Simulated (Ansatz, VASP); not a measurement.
Given: the input of a run of VASP 6.6.1 on Ag.

The input INCAR:

```
PREC = Accurate
ENCUT = 600
EDIFF = 1E-6
ISMEAR = -1
SIGMA = 0.05
LREAL = False
LASPH = True
NELM = 60
ALGO = Normal
ISIF = 3
LWAVE = False
LCHARG = False
GGA = RE
IBRION = 2
NSW = 80
EDIFFG = -0.02
```

KPOINTS

```
regular mesh
0
Gamma
  11 11 11
```

POSCAR

```
Ag
1.0
    0.0000000000      2.0427500000      2.0427500000
    2.0427500000      0.0000000000      2.0427500000
    2.0427500000      2.0427500000      0.0000000000
Ag
1
Direct
    0.0000000000      0.0000000000      0.0000000000
```

Potentials or basis: VASP PAW PBE potentials, release 64 (Ag).

Launch:

```console
$ cat potpaw_PBE.64/Ag/POTCAR > POTCAR
$ mpirun -np 1 vasp_std > vasp.out
```

Task: Translate it to Ansatz 0.2.0. Potentials there: all-electron LAPW, scalar-relativistic.

Result: As run (the cutoff follows the program's own potentials):

input.yaml

```yaml
crystal:
  lattice:
    - [0.0, 2.04275, 2.04275]
    - [2.04275, 0.0, 2.04275]
    - [2.04275, 2.04275, 0.0]
  atoms:
    - { symbol: Ag, position: [0.0, 0.0, 0.0] }
kpoints:
  mp_grid: { grid: [11, 11, 11] }
scf:
  occupations: { method: fermi_dirac, width: 0.05 }
hamiltonian:
  xc: revpbe
  pseudopotentials: { kind: all_electron, lapw: { basis_error: 0.001 } }
output:
  forces: true
  stress: true
relax:
  f_tol: 0.02
  max_steps: 60
  cell: {}
```

Potentials or basis: all-electron LAPW, scalar-relativistic.

Launch:

```console
$ ansatz run input.yaml --threads 1 --pin off --max-ram 3072MiB --backend cpu --events-out ev --progress --plain --runs-dir out
```

Both were run:

|  | VASP | Ansatz | Ansatz less VASP |
| --- | --- | --- | --- |
| relaxed volume (Å³/atom) | 18.37 | 18.40 | +0.030 |
| relaxed cell length with the largest relative difference (Å) | 2.962 | 2.963 | +0.0016 |

VASP's potentials were made for PBE, not for revPBE. Ansatz ran all-electron here, and VASP with PAW potentials.
